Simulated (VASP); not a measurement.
# SnSe2 (P-3m1) in VASP: single point with LDA

Aim: the single point of SnSe2 with LDA.

Everything below comes from runs of VASP 6.6.1. Logs are shortened: lines on timing, memory, paths and dates and some standing lists are left out, and cuts for length are marked.

### Step 1. The cell of the first run

The structure is trigonal, space group P-3m1 (No. 164). The conventional cell has a = 3.811 Å, b = 3.811 Å, c = 6.137 Å, α = 90.00°, β = 90.00°, γ = 120.00°. Within 3.5 Å of Sn (site symmetry -3m) lie 6 Se at 2.68 Å. Se (site symmetry 3m) has 3 Sn at 2.68 Å within 3.5 Å.

### Step 2. Single point, LDA

File INCAR:

```
  PREC = Accurate
  ENCUT = 520
  EDIFF = 1E-6
  ISMEAR = 0
  SIGMA = 0.05
  LREAL = False
  LASPH = True
  NELM = 60
  ALGO = Normal
  ISIF = 2
  LWAVE = False
  LCHARG = False
  NBANDS = 20
```

File KPOINTS:

```
regular mesh
0
Gamma
  9 9 6
```

File POSCAR:

```
SnSe2
1.0
    3.8109987816      0.0000000000      0.0000000000
   -1.9054993908      3.3004217586      0.0000000000
    0.0000000000      0.0000000000      6.1370000000
Sn Se
1 2
Direct
    0.0000000000      0.0000000000      0.0000000000
    0.3333333333      0.6666666667      0.2500000000
    0.6666666667      0.3333333333      0.7500000000
```

Potentials or basis: VASP PAW LDA potentials, release 64 (Sn_d, Se).

On the command line:

```bash
$ cat potpaw_LDA.64/Sn_d/POTCAR potpaw_LDA.64/Se/POTCAR > POTCAR
$ mpirun -np 1 vasp_std > vasp.out
```

OUTCAR:

```text
PREC = Accurate
   ENCUT = 520
   EDIFF = 1E-6
   ISMEAR = 0
   LREAL = False
   LASPH = True
   NELM = 60
   ISIF = 2

 ion  position               nearest neighbor table
   1  0.000  0.000  0.000-   2 2.68   3 2.68   2 2.68   3 2.68   3 2.68   2 2.68
   2  0.333  0.667  0.250-   1 2.68   1 2.68   1 2.68
   3  0.667  0.333  0.750-   1 2.68   1 2.68   1 2.68

  LATTYP: Found a hexagonal cell.
 ALAT       =     3.8109987816
 C/A-ratio  =     1.6103390087

  Lattice vectors:

 A1 = (   3.8109987816,   0.0000000000,   0.0000000000)
 A2 = (  -1.9054993908,   3.3004217586,   0.0000000000)
 A3 = (   0.0000000000,   0.0000000000,   6.1370000000)

Analysis of symmetry for initial positions (statically):
=====================================================================
 Subroutine PRICEL returns:
 Original cell was already a primitive cell.

 Routine SETGRP: Setting up the symmetry group for a
 hexagonal supercell.

 Subroutine GETGRP returns: Found 12 space group operations
 (whereof 12 operations were pure point group operations)
 out of a pool of 24 trial point group operations.

The static configuration has the point symmetry D_3d.

Analysis of symmetry for dynamics (positions and initial velocities):
=====================================================================
 Subroutine PRICEL returns:
 Original cell was already a primitive cell.

 Routine SETGRP: Setting up the symmetry group for a
 hexagonal supercell.

 Subroutine GETGRP returns: Found 12 space group operations
 (whereof 12 operations were pure point group operations)
 out of a pool of 24 trial point group operations.

The dynamic configuration has the point symmetry D_3d.

 Subroutine INISYM returns: Found 12 space group operations
 (whereof 12 operations are pure point group operations),
 and found     1 'primitive' translations

----------------------------------------------------------------------------------------

                                     Primitive cell

  volume of cell :      77.1906

  direct lattice vectors                    reciprocal lattice vectors
     3.810998782  0.000000000  0.000000000     0.262398405  0.151495789  0.000000000
    -1.905499391  3.300421759  0.000000000     0.000000000  0.302991579  0.000000000
     0.000000000  0.000000000  6.137000000     0.000000000  0.000000000  0.162946065

  length of vectors
     3.810998782  3.810998782  6.137000000     0.302991579  0.302991579  0.162946065

  position of ions in fractional coordinates (direct lattice)
     0.000000000  0.000000000  0.000000000
     0.333333333  0.666666667  0.250000000
     0.666666667  0.333333333  0.750000000

  ion indices of the primitive-cell ions
   primitive index   ion index
                 1           1
                 2           2
                 3           3

----------------------------------------------------------------------------------------

 KPOINTS: regular mesh

Automatic generation of k-mesh.
 Grid dimensions read from file:
 generate k-points for:    9    9    6

 Generating k-lattice:

  Cartesian coordinates                     Fractional coordinates (reciprocal lattice)
     0.029155378  0.016832865  0.000000000     0.111111111 -0.000000000  0.000000000
     0.000000000  0.033665731  0.000000000     0.000000000  0.111111111  0.000000000
     0.000000000  0.000000000  0.027157677     0.000000000  0.000000000  0.166666667

  Length of vectors
     0.033665731  0.033665731  0.027157677

  Shift w.r.t. Gamma in fractional coordinates (k-lattice)
     0.000000000  0.000000000  0.000000000

 Subroutine IBZKPT returns following result:
 ===========================================

 Found     62 irreducible k-points:

 Following reciprocal coordinates:
            Coordinates               Weight
  0.000000  0.000000  0.000000      1.000000
  0.111111  0.000000  0.000000      6.000000
  0.222222  0.000000  0.000000      6.000000
  0.333333 -0.000000  0.000000      6.000000
  0.444444  0.000000  0.000000      6.000000
  0.111111  0.111111  0.000000      6.000000
[... 16 lines left out ...]
  0.222222  0.111111  0.166667     12.000000
 -0.111111  0.333333  0.166667     12.000000
 [... further k-points ...]
   k-points           NKPTS =     62   k-points in BZ     NKDIM =     62   number of bands    NBANDS=     20
   number of dos      NEDOS =    301   number of ions     NIONS =      3
   total plane-waves  NPLWV =  37632
   dimension x,y,z NGX =    28 NGY =   28 NGZ =   48
   dimension x,y,z NGXF=    56 NGYF=   56 NGZF=   96
   ions per type =               1   2
   NGX,Y,Z   is equivalent  to a cutoff of  12.21, 12.21, 13.00 a.u.
   NGXF,Y,Z  is equivalent  to a cutoff of  24.43, 24.43, 26.01 a.u.
 SYSTEM =  unknown system
   PREC   = accura    normal or accurate (medium, high low for compatibility)
   ISTART =      0    job   : 0-new  1-cont  2-samecut
   ICHARG =      2    charge: 1-file 2-atom 10-const
   ISPIN  =      1    spin polarized calculation?
   LNONCOLLINEAR =      F non collinear calculations
   LSORBIT =      F    spin-orbit coupling
   LASPH  =      T    aspherical Exc in radial PAW
   ENCUT  =  520.0 eV  38.22 Ry    6.18 a.u.   7.09  7.09 11.41*2*pi/ulx,y,z
   NELM   =     60;   NELMIN=  2; NELMDL= -5     # of ELM steps
   EDIFF  = 0.1E-05   stopping-criterion for ELM
   LREAL  =      F    real-space projection
   EDIFFG = 0.1E-04   stopping-criterion for IOM
   NSW    =      0    number of steps for IOM
   IBRION =     -1    ionic relax: 0-MD 1-quasi-New 2-CG
   NFREE  =      0    steps in history (QN), initial steepest desc. (CG)
   ISIF   =      2    stress and relaxation
   ISYM   =      2    0-nonsym 1-usesym 2-fastsym
   POTIM  = 0.5000    time-step for ionic-motion
   TEBEG  =    0.0;   TEEND  =   0.0 temperature during run
   PSTRESS=    0.0 pullay stress
   NELECT =      26.0000    total number of electrons
   NUPDOWN=      -1.0000    fix difference up-down
   EMIN   =  10.00;   EMAX   =-10.00  energy-range for DOS
   EFERMI =   0.00;   METHOD = LEGACY
   ISMEAR =     0;   SIGMA  =   0.05  broadening in eV -4-tet -1-fermi 0-gaus
   EFERMI_NEDOS =   21; number of points for ismear=-14 and -15
   IALGO  =     38    algorithm
   IMIX   =      4    mixing-type and parameters
     AMIX     =   0.40;   BMIX     =  1.00
     AMIX_MAG =   1.60;   BMIX_MAG =  1.00
  volume/ion in A,a.u.               =      25.73       173.64
  Fermi-wavevector in a.u.,A,eV,Ry     =   1.139054  2.152501 17.652812  1.297445
  Thomas-Fermi vector in A             =   2.275758
   LORBIT       =      0    0 simple, 1 ext, 2 COOP (PROOUT), +10 PAW based schemes
   GGA     = CA    functional components
   LHFCALC =     F    Hartree Fock is set to
   AEXX    =    0.0000 exact exchange contribution
   IVDW    =     0    specifies the selected vdW correction
   LEPSILON=     F    determine dielectric tensor
   LRPA    =     F    only Hartree local field effects (RPA)
 non-spin polarized calculation
 Gauss-broadening in eV      SIGMA  =   0.05
  energy-cutoff  :      520.00
  volume of cell :       77.19
 maximum number of plane-waves:      2109
   NGX = 15   NGY = 15   NGZ = 23

 number of electron      26.0000009 magnetization

 Free energy of the ion-electron system (eV)
  ---------------------------------------------------
  ext. energy  EPLUGINS =         0.00000000
  ---------------------------------------------------
  free energy    TOTEN  =       -13.76200161 eV

  energy without entropy =      -13.76200161  energy(sigma->0) =      -13.76200161

 E-fermi :   4.3791     XC(G=0):  -9.7850

 val. band max:        4.1207265085   @ k =   0.1111   0.1111   0.0000
 cond. band min:       4.6814631128   @ k =   0.0000   0.4444   0.3333
 fundamental gap:      0.5607366043
 Fermi energy:         4.3790669282

 k-point     1 :       0.0000    0.0000    0.0000
  band No.  band energies     occupation
      1     -17.0878      2.00000
      2     -17.0878      2.00000
      3     -17.0445      2.00000
      4     -17.0302      2.00000
      5     -17.0302      2.00000
      6      -9.9265      2.00000
[... 12 lines left out ...]
     19      13.0409      0.00000
     20      13.0410      0.00000

 k-point     2 :       0.1111    0.0000    0.0000
  band No.  band energies     occupation
      1     -17.0941      2.00000
      2     -17.0834      2.00000
      3     -17.0410      2.00000
      4     -17.0329      2.00000
      5     -17.0293      2.00000
      6      -9.8024      2.00000
[... 12 lines left out ...]
     19      12.4864      0.00000
     20      13.1785      0.00000

 k-point     3 :       0.2222    0.0000    0.0000
  band No.  band energies     occupation
      1     -17.1118      2.00000
      2     -17.0746      2.00000
      3     -17.0419      2.00000
      4     -17.0283      2.00000
      5     -17.0247      2.00000
      6      -9.4439      2.00000
[... 12 lines left out ...]
     19      12.0819      0.00000
     20      13.5149      0.00000

 k-point     4 :       0.3333   -0.0000    0.0000
  band No.  band energies     occupation
      1     -17.1332      2.00000
      2     -17.0688      2.00000
      3     -17.0488      2.00000
      4     -17.0158      2.00000
      5     -17.0150      2.00000
      6      -8.9090      2.00000
[... 12 lines left out ...]
     19      12.8868      0.00000
     20      13.7359      0.00000

 k-point     5 :       0.4444    0.0000    0.0000
  band No.  band energies     occupation
      1     -17.1475      2.00000
      2     -17.0671      2.00000
      3     -17.0532      2.00000
      4     -17.0074      2.00000
      5     -17.0065      2.00000
      6      -8.3705      2.00000
[... 12 lines left out ...]
     19      13.7456      0.00000
     20      14.4934      0.00000
[... 353 lines left out ...]
      6      -8.3471      2.00000
[... 12 lines left out ...]
     19      13.1334      0.00000
     20      14.5590      0.00000

 k-point    22 :       0.1111    0.1111    0.1667
  band No.  band energies     occupation
      1     -17.1045      2.00000
      2     -17.0789      2.00000
      3     -17.0371      2.00000
      4     -17.0356      2.00000
      5     -17.0250      2.00000
      6      -9.5235      2.00000
[... 12 lines left out ...]
     19      12.0857      0.00000
     20      12.7742      0.00000

 k-point    23 :       0.2222    0.1111    0.1667
  band No.  band energies     occupation
      1     -17.1212      2.00000
      2     -17.0750      2.00000
      3     -17.0430      2.00000
      4     -17.0279      2.00000
      5     -17.0146      2.00000
      6      -9.0753      2.00000
[... 12 lines left out ...]
     19      11.9462      0.00000
     20      13.5863      0.00000

 k-point    24 :      -0.1111    0.3333    0.1667
  band No.  band energies     occupation
      1     -17.1212      2.00000
      2     -17.0750      2.00000
      3     -17.0430      2.00000
      4     -17.0279      2.00000
      5     -17.0146      2.00000
      6      -9.0749      2.00000
[... 12 lines left out ...]
     19      11.3875      0.00000
     20      13.3331      0.00000

 [... further k-points ...]
[... 5 lines left out ...]
  --------------------------------------------------------------------------------------
  -------------------------------------------------------------------------------------
  Total        0.1127548      0.1127548      0.8218435      0.0000000      0.0000000      0.0000000
  in kB        2.3403532      2.3403532     17.0582838      0.0000000      0.0000000      0.0000000
  external PRESSURE =       7.2463301 kB  Pullay stress =       0.0000000 kB

 VOLUME and BASIS-vectors are now :
 -----------------------------------------------------------------------------
  energy-cutoff  :      520.00
  volume of cell :       77.19
      direct lattice vectors                 reciprocal lattice vectors
     3.810998782  0.000000000  0.000000000     0.262398405  0.151495789  0.000000000
    -1.905499391  3.300421759  0.000000000     0.000000000  0.302991579  0.000000000
     0.000000000  0.000000000  6.137000000     0.000000000  0.000000000  0.162946065

 POSITION                                       TOTAL-FORCE (eV/Angst)
 -----------------------------------------------------------------------------------
      0.00000      0.00000      0.00000         0.000000      0.000000      0.000000
     -0.00000      2.20028      1.53425         0.000000      0.000000      0.441826
      1.90550      1.10014      4.60275        -0.000000      0.000000     -0.441826
 -----------------------------------------------------------------------------------
    total drift:                               -0.000000     -0.000000     -0.000000

  FREE ENERGIE OF THE ION-ELECTRON SYSTEM (eV)
  ---------------------------------------------------
  free  energy   TOTEN  =       -13.7620016137 eV

  energy  without entropy=      -13.7620016137  energy(sigma->0) =      -13.76200161
```

Wall time 49 s (1 thread of Intel Xeon Platinum 8375C at 2.90GHz (Ice Lake), shared host); peak memory 0.22 GiB.

What came out:

```
Free energy            : -13.7620 eV
Pressure               : 0.7 GPa
Largest force          : 0.442 eV/Å
Band gap on the k mesh : 0.56 eV, indirect (least direct gap 0.90 eV)
```

Forces in eV/Å, atoms in the order of the input:
```
Sn   0.000  0.000  0.000
Se   0.000  0.000  0.442
Se   0.000  0.000 -0.442
```

Caveat: spin-orbit coupling is left out, which moves the levels of the heavy elements. A k mesh can miss the band edges.
